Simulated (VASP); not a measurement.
Input of a VASP 6.6.1 run:

Contents of INCAR:

```
PREC = Accurate
ENCUT = 520
EDIFF = 1E-6
ISMEAR = -1
SIGMA = 0.02
LREAL = False
LASPH = True
NELM = 80
ALGO = Normal
ISIF = 2
LWAVE = False
LCHARG = False
GGA = PE
NBANDS = 26
```

The input KPOINTS:

```
Automatic mesh
0
Gamma
  8 6 1
```

The input POSCAR:

```
SiC
1.0
    3.0969261082      0.0000000000      0.0000000000
    0.0000000000      4.3797149038      0.0000000000
    0.0000000000      0.0000000000     20.6454000000
Si C
4 4
Direct
    0.0000000000      0.8363537269      0.4003641560
    0.5000000000      0.3823671827      0.4586487939
    0.0000000000      0.8823719973      0.5413484291
    0.5000000000      0.3363438890      0.5996368214
    0.5000000000      0.6415118333      0.3879090407
    0.0000000000      0.1397796001      0.4619575101
    0.5000000000      0.6397741725      0.5380431381
    0.0000000000      0.1414975981      0.6120921098
```

Potentials or basis: VASP PAW PBE potentials, release 64 (Si, C).

Launch:

```console
$ cat potpaw_PBE.64/Si/POTCAR potpaw_PBE.64/C/POTCAR > POTCAR
$ mpirun -np 1 vasp_std > vasp.out
```

Q: Estimate the largest force.

A: 0.012 eV/Å.

Q: What does it give for the band gap on the k mesh?

A: 0.83 eV (least direct gap 1.25 eV).

Forces on the atoms (eV/Å):
```
Si   0.000 -0.008  0.008
Si   0.000 -0.002  0.003
Si   0.000 -0.003 -0.002
Si   0.000 -0.008 -0.009
C    0.000  0.008 -0.004
C    0.000  0.003 -0.004
C    0.000  0.003  0.003
C    0.000  0.008  0.004
```

Caveat: there is no dipole correction, which matters where the two faces differ.
